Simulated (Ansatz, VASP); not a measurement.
**Two plane-wave programs on CdSe**

Contents of POSCAR:

```
CdSe
1.0
    0.0773857186      3.0838110647      3.0838110647
    3.0838110647      0.0773857186      3.0838110647
    3.0838110647      3.0838110647      0.0773857186
Cd Se
1 1
Direct
    0.0027670924      0.0027670924      0.0027670924
    0.2472329076      0.2472329076      0.2472329076
```

The input INCAR.step1:

```
SYSTEM = CdSe
ALGO = Normal
EDIFF = 1E-4
ENCUT = 520
GGA = PE
GGA_COMPAT = .False.
ISMEAR = -1
LASPH = .True.
LCHARG = .False.
LREAL = .False.
LSORBIT = .True.
LWAVE = .True.
MAGMOM = 0 0 0 0 0 0
NBANDS = 30
NELM = 150
PREC = Accurate
SIGMA = 0.02
```

INCAR.step2

```
SYSTEM = CdSe
ALGO = Normal
EDIFF = 1E-7
ENCUT = 520
GGA_COMPAT = .False.
ISIF = 2
ISMEAR = -1
ISTART = 1
LASPH = .True.
LCHARG = .False.
LMIXTAU = .True.
LORBIT = 11
LORBMOM = .True.
LREAL = .False.
LSORBIT = .True.
LWAVE = .False.
MAGMOM = 0 0 0 0 0 0
METAGGA = R2SCAN
NBANDS = 30
NELM = 150
PREC = Accurate
SIGMA = 0.02
```

File KPOINTS:

```
k-points
0
Gamma
  8 8 8
  0 0 0
```

Input for Ansatz:

```yaml
crystal:
  lattice:
    - [0.0773857186, 3.0838110647, 3.0838110647]
    - [3.0838110647, 0.0773857186, 3.0838110647]
    - [3.0838110647, 3.0838110647, 0.0773857186]
  atoms:
    - { symbol: Cd, position: [0.0027670924, 0.0027670924, 0.0027670924] }
    - { symbol: Se, position: [0.2472329076, 0.2472329076, 0.2472329076] }
kpoints:
  mp_grid: { grid: [8, 8, 8] }
  band_path:
    path:
      - [0.0, 0.0, 0.0]
      - [-0.5, -0.5, 0.0]
      - [-0.375, -0.375, 0.25]
      - [-0.375, 0.0, 0.375]
      - [0.0, 0.0, 0.5]
      - [-0.5, -0.25, 0.25]
    npoints: 1
hamiltonian:
  xc: r2scan
scf:
  occupations: { method: fermi_dirac, width: 0.02 }
  n_extra_bands: 8
magnetization:
  noncollinear: true
  spin_orbit: true
output:
  forces: true
  stress: true
  eigenvalues: true
```

Change from the starting cell: epitaxial_111 strain -2.0%.

Alike in both runs: task single point; functional r2SCAN; k mesh 8 × 8 × 8; occupations fermi-dirac, width 0.02 eV; non-collinear spin, spin-orbit coupling.

|  | VASP | Ansatz |
| --- | --- | --- |
| version | VASP 6.6.1 | Ansatz 0.2.0 |
| potentials or method | VASP PAW PBE potentials, release 64 (Cd, Se) | plane waves, PAW |
| plane-wave cutoff (eV) | 520 | 500 |
| valence electrons in the cell | 18 | 36 |

```csv
,VASP,Ansatz,Ansatz less VASP
pressure (GPa),1.4,1.1,-0.28
"traceless stress, the component that is largest in VASP (GPa)",-0.57,-0.56,+0.003
rms of the force components (eV/Å),0.002,0.004,+0.0017
```

VASP's potentials were made for PBE, not for r2SCAN. Atom by atom the forces differ by 0.002 eV/Å (rms over components). VASP's potentials hold 18 valence electrons a cell and Ansatz's 36, so a difference there can come from the potentials and not from the codes.
